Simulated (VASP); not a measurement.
# Cu (R-3m) in VASP: a series of runs

The runs below take Cu through single point, with PBEsol.

Everything below comes from runs of VASP 6.6.1. Logs are shortened: lines on timing, memory, paths and dates and some standing lists are left out, and cuts for length are marked.

**1. The cell of the first run**

It takes space group R-3m (No. 166, trigonal). The conventional cell has a = 2.619 Å, b = 2.619 Å, c = 5.966 Å, α = 90.00°, β = 90.00°, γ = 120.00°. Within 3.3 Å of Cu (site symmetry -3m) lie 12 Cu at 2.50 to 2.62 Å.

**2. Single point, PBEsol**

Input file INCAR:

```
SYSTEM = Cu
ALGO = Fast
EDIFF = 1E-6
ENCUT = 520
GGA = PS
ISIF = 2
ISMEAR = 0
LASPH = .TRUE.
LCHARG = .TRUE.
LELF = .TRUE.
LREAL = .FALSE.
LVHAR = .TRUE.
LWAVE = .FALSE.
NBANDS = 12
NELM = 60
PREC = Accurate
SIGMA = 0.15
```

Input file KPOINTS:

```
k-points
0
G
  24 24 24
  0 0 0
```

Input file POSCAR:

```
Cu
1.0
   -0.0864153256      1.7653416519      1.7653416519
    1.7653416519     -0.0864153256      1.7653416519
    1.7653416519      1.7653416519     -0.0864153256
Cu
1
Direct
    0.0000000000      0.0000000000      0.0000000000
```

Potentials or basis: VASP PAW PBE potentials, release 64 (Cu).

The run is started by

```bash
cat potpaw_PBE.64/Cu/POTCAR > POTCAR
mpirun -np 1 vasp_std > vasp.out
```

OUTCAR:

```text
SYSTEM = Cu
   EDIFF = 1E-6
   ENCUT = 520
   GGA = PS
   ISIF = 2
   ISMEAR = 0
   LASPH = .TRUE.
   LREAL = .FALSE.
   NELM = 60
   PREC = Accurate

 ion  position               nearest neighbor table
   1  0.000  0.000  0.000-

  LATTYP: Found a trigonal (rhomboedric) cell.
 ALAT       =     2.4980652322
 COS(alpha) =     0.4505091948

  Lattice vectors:

 A1 = (  -0.0864153256,   1.7653416519,   1.7653416519)
 A2 = (   1.7653416519,  -0.0864153256,   1.7653416519)
 A3 = (   1.7653416519,   1.7653416519,  -0.0864153256)

Analysis of symmetry for initial positions (statically):
=====================================================================
 Subroutine PRICEL returns:
 Original cell was already a primitive cell.

 Routine SETGRP: Setting up the symmetry group for a
 trigonal (rhombohedral) supercell.

 Subroutine GETGRP returns: Found 12 space group operations
 (whereof 12 operations were pure point group operations)
 out of a pool of 12 trial point group operations.

The static configuration has the point symmetry D_3d.

Analysis of symmetry for dynamics (positions and initial velocities):
=====================================================================
 Subroutine PRICEL returns:
 Original cell was already a primitive cell.

 Routine SETGRP: Setting up the symmetry group for a
 trigonal (rhombohedral) supercell.

 Subroutine GETGRP returns: Found 12 space group operations
 (whereof 12 operations were pure point group operations)
 out of a pool of 12 trial point group operations.

The dynamic configuration has the point symmetry D_3d.

 Subroutine INISYM returns: Found 12 space group operations
 (whereof 12 operations are pure point group operations),
 and found     1 'primitive' translations

----------------------------------------------------------------------------------------

                                     Primitive cell

  volume of cell :      11.8104

  direct lattice vectors                    reciprocal lattice vectors
    -0.086415326  1.765341652  1.765341652    -0.263239293  0.276788374  0.276788374
     1.765341652 -0.086415326  1.765341652     0.276788374 -0.263239293  0.276788374
     1.765341652  1.765341652 -0.086415326     0.276788374  0.276788374 -0.263239293

  length of vectors
     2.498065232  2.498065232  2.498065232     0.471718701  0.471718701  0.471718701

  position of ions in fractional coordinates (direct lattice)
     0.000000000  0.000000000  0.000000000

  ion indices of the primitive-cell ions
   primitive index   ion index
                 1           1

----------------------------------------------------------------------------------------

 KPOINTS: k-points

Automatic generation of k-mesh.
 Grid dimensions read from file:
 generate k-points for:   24   24   24

 Generating k-lattice:

  Cartesian coordinates                     Fractional coordinates (reciprocal lattice)
    -0.010968304  0.011532849  0.011532849     0.041666667  0.000000000  0.000000000
     0.011532849 -0.010968304  0.011532849     0.000000000  0.041666667  0.000000000
     0.011532849  0.011532849 -0.010968304     0.000000000  0.000000000  0.041666667

  Length of vectors
     0.019654946  0.019654946  0.019654946

  Shift w.r.t. Gamma in fractional coordinates (k-lattice)
     0.000000000  0.000000000  0.000000000

 Subroutine IBZKPT returns following result:
 ===========================================

 Found   1313 irreducible k-points:

 Following reciprocal coordinates:
            Coordinates               Weight
  0.000000  0.000000  0.000000      1.000000
  0.041667 -0.000000 -0.000000      6.000000
  0.083333  0.000000  0.000000      6.000000
  0.125000 -0.000000 -0.000000      6.000000
  0.166667  0.000000  0.000000      6.000000
  0.208333 -0.000000 -0.000000      6.000000
[... 16 lines left out ...]
  0.416667  0.041667  0.000000     12.000000
  0.458333  0.041667  0.000000     12.000000
 [... further k-points ...]
   k-points           NKPTS =   1313   k-points in BZ     NKDIM =   1313   number of bands    NBANDS=     12
   number of dos      NEDOS =    301   number of ions     NIONS =      1
   total plane-waves  NPLWV =   8000
   dimension x,y,z NGX =    20 NGY =   20 NGZ =   20
   dimension x,y,z NGXF=    40 NGYF=   40 NGZF=   40
   ions per type =               1
   NGX,Y,Z   is equivalent  to a cutoff of  13.31, 13.31, 13.31 a.u.
   NGXF,Y,Z  is equivalent  to a cutoff of  26.62, 26.62, 26.62 a.u.
 SYSTEM =  Cu
   PREC   = accura    normal or accurate (medium, high low for compatibility)
   ISTART =      0    job   : 0-new  1-cont  2-samecut
   ICHARG =      2    charge: 1-file 2-atom 10-const
   ISPIN  =      1    spin polarized calculation?
   LNONCOLLINEAR =      F non collinear calculations
   LSORBIT =      F    spin-orbit coupling
   LASPH  =      T    aspherical Exc in radial PAW
   ENCUT  =  520.0 eV  38.22 Ry    6.18 a.u.   4.64  4.64  4.64*2*pi/ulx,y,z
   NELM   =     60;   NELMIN=  2; NELMDL= -5     # of ELM steps
   EDIFF  = 0.1E-05   stopping-criterion for ELM
   LREAL  =      F    real-space projection
   EDIFFG = 0.1E-04   stopping-criterion for IOM
   NSW    =      0    number of steps for IOM
   IBRION =     -1    ionic relax: 0-MD 1-quasi-New 2-CG
   NFREE  =      0    steps in history (QN), initial steepest desc. (CG)
   ISIF   =      2    stress and relaxation
   ISYM   =      2    0-nonsym 1-usesym 2-fastsym
   POTIM  = 0.5000    time-step for ionic-motion
   TEBEG  =    0.0;   TEEND  =   0.0 temperature during run
   PSTRESS=    0.0 pullay stress
   NELECT =      11.0000    total number of electrons
   NUPDOWN=      -1.0000    fix difference up-down
   EMIN   =  10.00;   EMAX   =-10.00  energy-range for DOS
   EFERMI =   0.00;   METHOD = LEGACY
   ISMEAR =     0;   SIGMA  =   0.15  broadening in eV -4-tet -1-fermi 0-gaus
   EFERMI_NEDOS =   21; number of points for ismear=-14 and -15
   IALGO  =     68    algorithm
   IMIX   =      4    mixing-type and parameters
     AMIX     =   0.40;   BMIX     =  1.00
     AMIX_MAG =   1.60;   BMIX_MAG =  1.00
  volume/ion in A,a.u.               =      11.81        79.70
  Fermi-wavevector in a.u.,A,eV,Ry     =   1.598763  3.021224 34.777078  2.556043
  Thomas-Fermi vector in A             =   2.696162
   LORBIT       =      0    0 simple, 1 ext, 2 COOP (PROOUT), +10 PAW based schemes
   GGA     = PS    functional components
   LHFCALC =     F    Hartree Fock is set to
   AEXX    =    0.0000 exact exchange contribution
   IVDW    =     0    specifies the selected vdW correction
   LEPSILON=     F    determine dielectric tensor
   LRPA    =     F    only Hartree local field effects (RPA)
 non-spin polarized calculation
 RMM-DIIS sequential band-by-band and
 Gauss-broadening in eV      SIGMA  =   0.15
  energy-cutoff  :      520.00
  volume of cell :       11.81
 maximum number of plane-waves:       327
   NGX =  9   NGY =  9   NGZ =  9

 number of electron      10.9999987 magnetization

 Free energy of the ion-electron system (eV)
  ---------------------------------------------------
  ext. energy  EPLUGINS =         0.00000000
  ---------------------------------------------------
  free energy    TOTEN  =        -4.28219467 eV

  energy without entropy =       -4.27816157  energy(sigma->0) =       -4.28017812

 E-fermi :   7.4116     XC(G=0): -12.9049

 val. band max:        7.4114873212   @ k =   0.5000   0.3750   0.2917
 cond. band min:       7.4201838090   @ k =   0.5000   0.2917   0.1667
 fundamental gap:      0.0086964878
 Fermi energy:         7.4115818810

 k-point     1 :       0.0000    0.0000    0.0000
  band No.  band energies     occupation
      1      -1.9873      2.00000
      2       4.2038      2.00000
      3       4.2038      2.00000
      4       4.6262      2.00000
      5       5.2323      2.00000
      6       5.2323      2.00000
      7      29.5177      0.00000
      8      31.4651      0.00000
      9      31.4651      0.00000
     10      34.1354      0.00000
     11      34.1354      0.00000
     12      35.5799      0.00000

 k-point     2 :       0.0417   -0.0000   -0.0000
  band No.  band energies     occupation
      1      -1.9260      2.00000
      2       4.1982      2.00000
      3       4.2117      2.00000
      4       4.6326      2.00000
      5       5.2285      2.00000
      6       5.2285      2.00000
      7      29.0830      0.00000
      8      30.7108      0.00000
      9      31.3085      0.00000
     10      34.3846      0.00000
     11      34.6160      0.00000
     12      35.6558      0.00000

 k-point     3 :       0.0833    0.0000    0.0000
  band No.  band energies     occupation
      1      -1.7433      2.00000
      2       4.1793      2.00000
      3       4.2331      2.00000
      4       4.6535      2.00000
      5       5.2194      2.00000
      6       5.2195      2.00000
      7      27.4820      0.00000
      8      30.2226      0.00000
      9      30.9574      0.00000
     10      34.4116      0.00000
     11      35.0061      0.00000
     12      36.1480      0.00000
[... 286 lines left out ...]
 k-point    23 :       0.4167    0.0417    0.0000
  band No.  band energies     occupation
      1       2.0320      2.00000
      2       4.1539      2.00000
      3       4.6411      2.00000
      4       4.8626      2.00000
      5       5.6663      2.00000
      6       5.8496      2.00000
      7      12.8401      0.00000
      8      28.1630      0.00000
      9      29.2238      0.00000
     10      30.7814      0.00000
     11      33.0271      0.00000
     12      34.7357      0.00000

 k-point    24 :       0.4583    0.0417    0.0000
  band No.  band energies     occupation
      1       2.2158      2.00000
      2       4.1261      2.00000
      3       4.6167      2.00000
      4       5.2309      2.00000
      5       5.7505      2.00000
      6       6.1624      2.00000
      7      11.5901      0.00000
      8      28.0447      0.00000
      9      28.9254      0.00000
     10      30.6885      0.00000
     11      32.9854      0.00000
     12      34.3298      0.00000

 [... further k-points ...]
[... 5 lines left out ...]
  --------------------------------------------------------------------------------------
  -------------------------------------------------------------------------------------
  Total       -0.3406566     -0.3406566     -0.3406566      0.2649140      0.2649140      0.2649140
  in kB      -46.2128214    -46.2128214    -46.2128214     35.9377316     35.9377316     35.9377316
  external PRESSURE =     -46.2128214 kB  Pullay stress =       0.0000000 kB

 VOLUME and BASIS-vectors are now :
 -----------------------------------------------------------------------------
  energy-cutoff  :      520.00
  volume of cell :       11.81
      direct lattice vectors                 reciprocal lattice vectors
    -0.086415326  1.765341652  1.765341652    -0.263239293  0.276788374  0.276788374
     1.765341652 -0.086415326  1.765341652     0.276788374 -0.263239293  0.276788374
     1.765341652  1.765341652 -0.086415326     0.276788374  0.276788374 -0.263239293

 POSITION                                       TOTAL-FORCE (eV/Angst)
 -----------------------------------------------------------------------------------
      0.00000      0.00000      0.00000         0.000000      0.000000      0.000000
 -----------------------------------------------------------------------------------
    total drift:                                0.000000      0.000000      0.000000

  FREE ENERGIE OF THE ION-ELECTRON SYSTEM (eV)
  ---------------------------------------------------
  free  energy   TOTEN  =        -4.2821946708 eV

  energy  without entropy=       -4.2781615664  energy(sigma->0) =       -4.28017812
```

Run time: 96 s. Hardware: 1 thread of Intel Xeon 6975P-C (Granite Rapids), shared host; peak memory 0.28 GiB.

What came out:

* Free energy: -4.2822 eV
* Pressure: -4.6 GPa
* Band gap on the k mesh: zero (an odd number of electrons rules out a gap without spin polarisation)

Stress tensor (GPa, compression positive):
```
-4.62  3.59  3.59
 3.59 -4.62  3.59
 3.59  3.59 -4.62
```

Caveat: the cell stands under tension; the PAW data sets were made with another functional, which shifts forces and pressure a little.

**3. Single point, PBEsol**

This run uses another cell than the first one, of the same volume but with other edges.

Input file INCAR:

```
SYSTEM = Cu
PREC     = Accurate       ! precision mode
ENCUT    = 520            ! plane-wave cutoff, eV
EDIFF    = 1E-6           ! SCF threshold, eV
ISMEAR   = 0              ! smearing method
SIGMA    = 0.15           ! smearing width, eV
LREAL    = .False.        ! projectors in reciprocal space
LASPH    = .True.         ! aspherical terms in the spheres
NELM     = 80             ! most SCF steps
ALGO     = Fast           ! electronic algorithm
ISIF     = 2              ! what is computed and relaxed
LWAVE    = .False.        ! write WAVECAR
LCHARG   = .False.        ! write CHGCAR
GGA      = PS             ! functional
NBANDS   = 12             ! bands
```

Input file KPOINTS:

```
regular mesh
0
Gamma
  24 24 24
  0 0 0
```

Input file POSCAR:

```
Cu
1.0
    0.0939584367      1.8556791239      1.8556791239
    1.8556791239      0.0939584367      1.8556791239
    1.8556791239      1.8556791239      0.0939584367
Cu
1
Direct
    0.0000000000      0.0000000000      0.0000000000
```

Potentials or basis: VASP PAW PBE potentials, release 64 (Cu).

The run is started by

```bash
cat potpaw_PBE.64/Cu/POTCAR > POTCAR
mpirun -np 1 vasp_std > vasp.out
```

Run time: 1.7 min. Hardware: 1 thread of Intel Xeon 6975P-C (Granite Rapids), shared host; peak memory 0.28 GiB.

It converged, with:

```
Free energy            : -4.2776 eV
Pressure               : -4.4 GPa
Band gap on the k mesh : zero (an odd number of electrons rules out a gap without spin polarisation)
```

Stress tensor (GPa, compression positive):
```
-4.40 -4.41 -4.41
-4.41 -4.40 -4.41
-4.41 -4.41 -4.40
```

Levels at points of the mesh, in eV from the Fermi level:
```tsv
k point	band 3	band 4	band 5	band 6	band 7	band 8	band 9	band 10
(0.00, 0.00, 0.00)	-2.96	-2.96	-2.17	-2.17	20.97	24.41	25.30	26.52
(0.50, 0.00, 0.00)	-2.85	-1.75	-1.52	-0.80	4.11	19.71	21.92	22.24
(0.50, 0.50, 0.00)	-1.70	-1.51	-1.46	1.47	7.12	11.90	14.27	17.21
(0.50, 0.50, 0.50)	-3.04	-1.69	-1.69	-1.68	2.72	22.18	23.72	23.72
```

Caveat: the cell stands under tension; the PAW data sets were made with another functional, which shifts forces and pressure a little.
